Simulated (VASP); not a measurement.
# Zr3NbTe2 (P6/mmm) in VASP: a series of runs, part 2 of 2

VASP 6.6.1. The steps go on from the part before.

**3. Single point, PBE**

This run uses another cell than the first one, of 37.47 Å³/atom.

File INCAR:

```
SYSTEM = Zr3NbTe2
PREC = Accurate
ENCUT = 520
EDIFF = 1E-6
ISMEAR = 0
SIGMA = 0.1
LREAL = .FALSE.
LASPH = .TRUE.
NELM = 60
ALGO = Fast
ISIF = 2
LWAVE = .FALSE.
LCHARG = .FALSE.
GGA = PE
NBANDS = 40
```

File KPOINTS:

```
regular mesh
0
G
  6 6 2
  0 0 0
```

File POSCAR:

```
Zr3NbTe2
1.0
    4.8947883168     -0.0000000033      0.0000000000
   -2.4473941556      4.2390110302      0.0000000000
    0.0000000000      0.0000000000     10.8351832953
Zr Nb Te
3 1 2
Direct
    0.3333333333      0.6666666667      0.5000000000
    0.6666666667      0.3333333333      0.5000000000
    0.0000000000      0.0000000000      0.0000000000
    0.0000000000      0.0000000000      0.5000000000
    0.0000000000      0.0000000000      0.7526097156
    0.0000000000      0.0000000000      0.2473902844
```

Potentials or basis: VASP PAW PBE potentials, release 64 (Zr_sv, Nb_sv, Te).

On the command line:

```console
cat potpaw_PBE.64/Zr_sv/POTCAR potpaw_PBE.64/Nb_sv/POTCAR potpaw_PBE.64/Te/POTCAR > POTCAR
mpirun -np 1 vasp_std > vasp.out
```

OUTCAR:

```text
SYSTEM = Zr3NbTe2
   PREC = Accurate
   ENCUT = 520
   EDIFF = 1E-6
   ISMEAR = 0
   LREAL = .FALSE.
   LASPH = .TRUE.
   NELM = 60
   ISIF = 2
   GGA = PE

 ion  position               nearest neighbor table
   1  0.333  0.667  0.500-   2 2.83   4 2.83   2 2.83   4 2.83   4 2.83   2 2.83
   2  0.667  0.333  0.500-   1 2.83   4 2.83   1 2.83   4 2.83   4 2.83   1 2.83
   3  0.000  0.000  0.000-   5 2.68   6 2.68
   4  0.000  0.000  0.500-   5 2.74   6 2.74   1 2.83   2 2.83   2 2.83   1 2.83   2 2.83   1 2.83

   5  0.000  0.000  0.753-   3 2.68   4 2.74
   6  0.000  0.000  0.247-   3 2.68   4 2.74

  LATTYP: Found a hexagonal cell.
 ALAT       =     4.8947883168
 C/A-ratio  =     2.2136163188

  Lattice vectors:

 A1 = (   4.8947883168,  -0.0000000033,   0.0000000000)
 A2 = (  -2.4473941556,   4.2390110302,   0.0000000000)
 A3 = (   0.0000000000,   0.0000000000,  10.8351832953)

Analysis of symmetry for initial positions (statically):
=====================================================================
 Subroutine PRICEL returns:
 Original cell was already a primitive cell.

 Routine SETGRP: Setting up the symmetry group for a
 hexagonal supercell.

 Subroutine GETGRP returns: Found 24 space group operations
 (whereof 24 operations were pure point group operations)
 out of a pool of 24 trial point group operations.

The static configuration has the point symmetry D_6h.

Analysis of symmetry for dynamics (positions and initial velocities):
=====================================================================
 Subroutine PRICEL returns:
 Original cell was already a primitive cell.

 Routine SETGRP: Setting up the symmetry group for a
 hexagonal supercell.

 Subroutine GETGRP returns: Found 24 space group operations
 (whereof 24 operations were pure point group operations)
 out of a pool of 24 trial point group operations.

The dynamic configuration has the point symmetry D_6h.

 Subroutine INISYM returns: Found 24 space group operations
 (whereof 24 operations are pure point group operations),
 and found     1 'primitive' translations

----------------------------------------------------------------------------------------

                                     Primitive cell

  volume of cell :     224.8199

  direct lattice vectors                    reciprocal lattice vectors
     4.894788317 -0.000000003  0.000000000     0.204298927  0.117952040  0.000000000
    -2.447394156  4.239011030  0.000000000     0.000000000  0.235904081  0.000000000
     0.000000000  0.000000000 10.835183295     0.000000000  0.000000000  0.092291932

  length of vectors
     4.894788317  4.894788317 10.835183295     0.235904081  0.235904081  0.092291932

  position of ions in fractional coordinates (direct lattice)
     0.333333333  0.666666667  0.500000000
     0.666666667  0.333333333  0.500000000
     0.000000000  0.000000000  0.000000000
     0.000000000  0.000000000  0.500000000
     0.000000000  0.000000000  0.752609716
     0.000000000  0.000000000  0.247390284

  ion indices of the primitive-cell ions
   primitive index   ion index
                 1           1
                 2           2
[... 36 lines left out ...]
  0.500000  0.000000  0.000000      3.000000
  0.166667  0.166667  0.000000      6.000000
  0.333333  0.166667  0.000000     12.000000
  0.333333  0.333333  0.000000      2.000000
  0.000000  0.000000  0.500000      1.000000
  0.166667 -0.000000  0.500000      6.000000
  0.333333  0.000000  0.500000      6.000000
  0.500000  0.000000  0.500000      3.000000
  0.166667  0.166667  0.500000      6.000000
  0.333333  0.166667  0.500000     12.000000
  0.333333  0.333333  0.500000      2.000000
   k-points           NKPTS =     14   k-points in BZ     NKDIM =     14   number of bands    NBANDS=     40
   number of dos      NEDOS =    301   number of ions     NIONS =      6
   total plane-waves  NPLWV = 108864
   dimension x,y,z NGX =    36 NGY =   36 NGZ =   84
   dimension x,y,z NGXF=    72 NGYF=   72 NGZF=  168
   ions per type =               3   1   2
   NGX,Y,Z   is equivalent  to a cutoff of  12.23, 12.23, 12.89 a.u.
   NGXF,Y,Z  is equivalent  to a cutoff of  24.45, 24.45, 25.78 a.u.
 SYSTEM =  Zr3NbTe2
   PREC   = accura    normal or accurate (medium, high low for compatibility)
   ISTART =      0    job   : 0-new  1-cont  2-samecut
   ICHARG =      2    charge: 1-file 2-atom 10-const
   ISPIN  =      1    spin polarized calculation?
   LNONCOLLINEAR =      F non collinear calculations
   LSORBIT =      F    spin-orbit coupling
   LASPH  =      T    aspherical Exc in radial PAW
   ENCUT  =  520.0 eV  38.22 Ry    6.18 a.u.   9.10  9.10 20.15*2*pi/ulx,y,z
   NELM   =     60;   NELMIN=  2; NELMDL= -5     # of ELM steps
   EDIFF  = 0.1E-05   stopping-criterion for ELM
   LREAL  =      F    real-space projection
   EDIFFG = 0.1E-04   stopping-criterion for IOM
   NSW    =      0    number of steps for IOM
   IBRION =     -1    ionic relax: 0-MD 1-quasi-New 2-CG
   NFREE  =      0    steps in history (QN), initial steepest desc. (CG)
   ISIF   =      2    stress and relaxation
   ISYM   =      2    0-nonsym 1-usesym 2-fastsym
   POTIM  = 0.5000    time-step for ionic-motion
   TEBEG  =    0.0;   TEEND  =   0.0 temperature during run
   PSTRESS=    0.0 pullay stress
   NELECT =      61.0000    total number of electrons
   NUPDOWN=      -1.0000    fix difference up-down
   EMIN   =  10.00;   EMAX   =-10.00  energy-range for DOS
   EFERMI =   0.00;   METHOD = LEGACY
   ISMEAR =     0;   SIGMA  =   0.10  broadening in eV -4-tet -1-fermi 0-gaus
   EFERMI_NEDOS =   21; number of points for ismear=-14 and -15
   IALGO  =     68    algorithm
   IMIX   =      4    mixing-type and parameters
     AMIX     =   0.40;   BMIX     =  1.00
     AMIX_MAG =   1.60;   BMIX_MAG =  1.00
  volume/ion in A,a.u.               =      37.47       252.86
  Fermi-wavevector in a.u.,A,eV,Ry     =   1.059839  2.002805 15.282860  1.123259
  Thomas-Fermi vector in A             =   2.195199
   LORBIT       =      0    0 simple, 1 ext, 2 COOP (PROOUT), +10 PAW based schemes
   GGA     = PE    functional components
   LHFCALC =     F    Hartree Fock is set to
   AEXX    =    0.0000 exact exchange contribution
   IVDW    =     0    specifies the selected vdW correction
   LEPSILON=     F    determine dielectric tensor
   LRPA    =     F    only Hartree local field effects (RPA)
 non-spin polarized calculation
 RMM-DIIS sequential band-by-band and
 Gauss-broadening in eV      SIGMA  =   0.10
  energy-cutoff  :      520.00
  volume of cell :      224.82
 maximum number of plane-waves:      6075
   NGX = 19   NGY = 19   NGZ = 41

 number of electron      61.0000001 magnetization

 Free energy of the ion-electron system (eV)
  ---------------------------------------------------
  ext. energy  EPLUGINS =         0.00000000
  ---------------------------------------------------
  free energy    TOTEN  =       -37.35859489 eV

  energy without entropy =      -37.31866433  energy(sigma->0) =      -37.33862961

 E-fermi :   4.4015     XC(G=0):  -8.4105

 val. band max:        4.3678590418   @ k =   0.3333   0.3333   0.0000
 cond. band min:       4.4032252702   @ k =   0.0000   0.0000   0.0000
 fundamental gap:      0.0353662284
 Fermi energy:         4.4014873643

 k-point     1 :       0.0000    0.0000    0.0000
  band No.  band energies     occupation
      1     -50.0759      2.00000
      2     -45.8009      2.00000
      3     -44.6172      2.00000
      4     -44.3361      2.00000
      5     -26.3678      2.00000
      6     -26.2775      2.00000
[... 591 lines left out ...]
     39       7.3854      0.00000
     40       7.4129      0.00000

------------------------ aborting loop because EDIFF is reached ----------------------------------------

  FORCE on cell =-STRESS in cart. coord.  units (eV):
  Direction    XX          YY          ZZ          XY          YZ          ZX
  --------------------------------------------------------------------------------------
  -------------------------------------------------------------------------------------
  Total        0.3880721      0.3880721      0.2836023     -0.0000000      0.0000000     -0.0000000
  in kB        2.7655932      2.7655932      2.0210900     -0.0000000      0.0000000     -0.0000000
  external PRESSURE =       2.5174255 kB  Pullay stress =       0.0000000 kB

 VOLUME and BASIS-vectors are now :
 -----------------------------------------------------------------------------
  energy-cutoff  :      520.00
  volume of cell :      224.82
      direct lattice vectors                 reciprocal lattice vectors
     4.894788317 -0.000000003  0.000000000     0.204298927  0.117952040  0.000000000
    -2.447394156  4.239011030  0.000000000     0.000000000  0.235904081  0.000000000
     0.000000000  0.000000000 10.835183295     0.000000000  0.000000000  0.092291932

 POSITION                                       TOTAL-FORCE (eV/Angst)
 -----------------------------------------------------------------------------------
      0.00000      2.82601      5.41759         0.000000     -0.000000      0.000000
      2.44739      1.41300      5.41759         0.000000     -0.000000     -0.000000
      0.00000      0.00000      0.00000        -0.000000      0.000000      0.000000
      0.00000      0.00000      5.41759        -0.000000      0.000000      0.000000
      0.00000      0.00000      8.15466        -0.000000      0.000000     -0.020178
      0.00000      0.00000      2.68052        -0.000000      0.000000      0.020178
 -----------------------------------------------------------------------------------
    total drift:                               -0.000000      0.000000     -0.000000

  FREE ENERGIE OF THE ION-ELECTRON SYSTEM (eV)
  ---------------------------------------------------
  free  energy   TOTEN  =       -37.3585948941 eV

  energy  without entropy=      -37.3186643285  energy(sigma->0) =      -37.33862961
```

OSZICAR:

```text
N       E                     dE             d eps       ncg     rms          rms(c)
DAV:   1     0.599552420448E+03    0.59955E+03   -0.29376E+04  1184   0.137E+03
[... 43 lines left out ...]
RMM:  45    -0.373585863959E+02   -0.11463E-05   -0.18202E-05   971   0.597E-03    0.255E-02
RMM:  46    -0.373585877968E+02   -0.14009E-05   -0.15784E-05   890   0.551E-03    0.256E-02
RMM:  47    -0.373585895469E+02   -0.17500E-05   -0.13346E-05   893   0.523E-03    0.263E-02
RMM:  48    -0.373585911210E+02   -0.15741E-05   -0.11839E-05   985   0.532E-03    0.270E-02
RMM:  49    -0.373585935864E+02   -0.24654E-05   -0.99485E-06  1042   0.565E-03    0.288E-02
RMM:  50    -0.373585947382E+02   -0.11519E-05   -0.86702E-06   947   0.496E-03    0.293E-02
RMM:  51    -0.373585948941E+02   -0.15583E-06   -0.71667E-06   885   0.464E-03
   1 F= -.37358595E+02 E0= -.37338630E+02  d E =-.399306E-01
```

It took 5.9 min on 1 thread of AMD EPYC 9R45 (Zen 5), shared host; peak memory 0.37 GiB.

Results:

* Free energy: -37.3586 eV
* Pressure: 0.3 GPa
* Largest force: 0.020 eV/Å
* Band gap on the k mesh: zero (an odd number of electrons rules out a gap without spin polarisation)

Forces on the atoms (eV/Å):
```
Zr   0.000  0.000  0.000
Zr   0.000  0.000  0.000
Zr   0.000  0.000  0.000
Nb   0.000  0.000  0.000
Te   0.000  0.000 -0.020
Te   0.000  0.000  0.020
```

Caveat: spin-orbit coupling is left out, which moves the levels of the heavy elements.

**4. Single point, PBE**

This run uses another cell than the first one, of 37.79 Å³/atom.

File INCAR:

```
PREC = Accurate ; ENCUT = 520
EDIFF = 1E-6 ; ISMEAR = 0
SIGMA = 0.1 ; LREAL = False
LASPH = True ; NELM = 60
ALGO = Fast ; ISIF = 2
LWAVE = False ; LCHARG = True
GGA = PE ; LELF = True
LVHAR = True ; NBANDS = 40
```

File KPOINTS:

```
Automatic mesh
0
Gamma
  12 12 4
```

File POSCAR:

```
Zr3NbTe2
1.0
    4.9142539661      0.0000000000      0.0000000000
   -2.4571269830      4.2558687753      0.0000000000
    0.0000000000      0.0000000000     10.8403782410
Zr Nb Te
3 1 2
Direct
    0.3333333333      0.6666666667      0.5000000000
    0.6666666667      0.3333333333      0.5000000000
    0.0000000000      0.0000000000      0.0000000000
    0.0000000000      0.0000000000      0.5000000000
    0.0000000000      0.0000000000      0.7523272074
    0.0000000000      0.0000000000      0.2476727926
```

On the command line:

```console
cat potpaw_PBE.64/Zr_sv/POTCAR potpaw_PBE.64/Nb_sv/POTCAR potpaw_PBE.64/Te/POTCAR > POTCAR
mpirun -np 1 vasp_std > vasp.out
```

It took 27 min on 1 thread of AMD EPYC 9R45 (Zen 5), shared host; peak memory 0.65 GiB.

It converged, with:

```
Free energy            : -37.3958 eV
Pressure               : 0.0 GPa
Largest force          : 0.006 eV/Å
Band gap on the k mesh : zero (an odd number of electrons rules out a gap without spin polarisation)
```

Forces in eV/Å, atoms in the order of the input:
```
Zr   0.000  0.000  0.000
Zr   0.000  0.000  0.000
Zr   0.000  0.000  0.000
Nb   0.000  0.000  0.000
Te   0.000  0.000 -0.006
Te   0.000  0.000  0.006
```

Stress tensor (GPa, compression positive):
```
 0.02  0.00  0.00
 0.00  0.02  0.00
 0.00  0.00 -0.06
```

Levels at points of the mesh, in eV from the Fermi level:
| k point | band 28 | band 29 | band 30 | band 31 | band 32 | band 33 |
| --- | --- | --- | --- | --- | --- | --- |
| (0.00, 0.00, 0.00) | -0.36 | -0.28 | -0.28 | -0.01 | -0.01 | 0.40 |
| (0.50, 0.00, 0.00) | -0.92 | -0.90 | -0.70 | -0.66 | -0.25 | 0.44 |
| (0.00, 0.00, 0.50) | -0.37 | -0.01 | -0.01 | 0.13 | 0.13 | 0.33 |
| (0.50, 0.00, 0.50) | -1.03 | -0.73 | -0.27 | -0.23 | -0.22 | 0.09 |

Caveat: spin-orbit coupling is left out, which moves the levels of the heavy elements.

**5. The runs side by side**

```tsv
cell	k mesh	gap on the mesh (eV)	pressure (GPa)	largest force (eV/Å)
a = 4.288, b = 4.288, c = 8.780 Å, angles 90.0, 90.0, 120.0°, 6 atoms, atomic positions A	6 × 6 × 2	none	72.2	13.15
a = 4.895, b = 4.895, c = 10.835 Å, angles 90.0, 90.0, 120.0°, 6 atoms, atomic positions B	6 × 6 × 2	none	0.3	0.02
a = 4.914, b = 4.914, c = 10.840 Å, angles 90.0, 90.0, 120.0°, 6 atoms, atomic positions C	12 × 12 × 4	none	0.0	0.01
```

Alike in all rows: task single point; level PBE; potentials or basis VASP PAW PBE potentials, release 64 (Zr_sv, Nb_sv, Te); no spin polarisation; cutoff (eV) 520; smearing gaussian 0.1 eV.

Caveats: spin-orbit coupling is left out, which moves the levels of the heavy elements; the stress differs along the axes, from 37 to 143 GPa (at least some runs); forces of over 1 eV/Å act on the atoms, so gaps and moduli don't describe the material at rest (at least some runs).

Absolute energies hang on the potentials; compare differences alone.

The gap in the log of VASP goes by the Fermi energy; the results here count the filled bands.